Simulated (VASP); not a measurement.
CuO: single point with PBE

CuO:

```
CELL_PARAMETERS angstrom
2.83633 0.00000 0.00000
-1.41816 2.45633 0.00000
0.00000 0.00000 2.76811
ATOMIC_POSITIONS crystal
Cu 0.00000 0.00000 0.00000
O 0.66667 0.33333 0.50000
```

| Quantity | Value |
| --- | --- |
| Program | VASP 6.6.1 |
| Task | single point |
| Functional | PBE |
| Potentials or basis | VASP PAW PBE potentials, release 64 (Cu, O) |
| Cutoff | 520 eV |
| k mesh | 7 × 7 × 6 |
| Occupations | fermi-dirac, width 0.03 eV |
| Spin | no spin polarisation |

```json
{"Pressure": "-0.4 GPa"}
```

Stress tensor (GPa, compression positive):
```
 3.14  0.00  0.00
 0.00  3.14  0.00
 0.00  0.00 -7.58
```

Levels at points of the mesh, in eV from the Fermi level:
| k point | band 6 | band 7 | band 8 | band 9 | band 10 | band 11 |
| --- | --- | --- | --- | --- | --- | --- |
| (0.00, 0.00, 0.00) | -1.78 | -1.78 | -0.17 | -0.17 | 1.07 | 15.15 |
| (0.00, 0.00, 0.50) | -2.25 | -1.56 | -0.22 | -0.22 | 7.13 | 7.61 |

Wall time 14 s on 1 thread of Intel(R) Xeon(R) Platinum 8375C CPU @ 2.90GHz (Ice Lake) (shared host), peak memory 0.13 GiB.

Caveat: the k points lie up to 0.38 Å⁻¹ apart; an odd number of electrons without spin polarisation forces a metal; a magnetic or distorted state may lie lower; semilocal functionals often make such compounds metallic where correlation or magnetic order opens a gap, which also shifts bond lengths. With open d or f shells a metallic result of PBE can be an artefact of self-interaction; +U or a hybrid may open a gap.
